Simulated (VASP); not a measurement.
A run of VASP 6.6.1 is set up as follows.

File INCAR:

```
  ALGO = Normal
  EDIFF = 1E-6
  ENCUT = 520
  GGA = CA
  ISIF = 2
  ISMEAR = 0
  LASPH = True
  LCHARG = False
  LREAL = False
  LWAVE = False
  NBANDS = 21
  NELM = 100
  PREC = Accurate
  SIGMA = 0.05
```

KPOINTS

```
k-points
0
Gamma
  9 9 6
```

Contents of POSCAR:

```
Li2HfN2
1.0
    3.2371209533      0.0000000000      0.0000000000
   -1.6185604767      2.8034289807     -0.0420514347
    0.0000000000     -0.0813539277      5.4235951800
Li Hf N
2 1 2
Direct
    0.6666666667      0.3333333333      0.3827885700
    0.3333333333      0.6666666667      0.6172114300
    0.0000000000      0.0000000000      0.0000000000
    0.6666666667      0.3333333333      0.7793848600
    0.3333333333      0.6666666667      0.2206151400
```

Potentials or basis: VASP PAW LDA potentials, release 64 (Li_sv, Hf_pv, N).

Run with:

```sh
$ cat potpaw_LDA.64/Li_sv/POTCAR potpaw_LDA.64/Hf_pv/POTCAR potpaw_LDA.64/N/POTCAR > POTCAR
$ mpirun -np 1 vasp_std > vasp.out
```

(1) What does it give for the band gap on the k mesh?

(2) What does it give for the largest force?

## Answers

(1) 1.71 eV (least direct gap 2.55 eV).

(2) 0.279 eV/Å.

Caveat: the cell differs from its parent crystal (strain -0.0300 x Voigt [0, 0, 0, 1, 0, 0]); spin-orbit coupling is left out, which moves the levels of the heavy elements; an odd mesh through Γ misses points on the zone boundary, where band edges can lie.
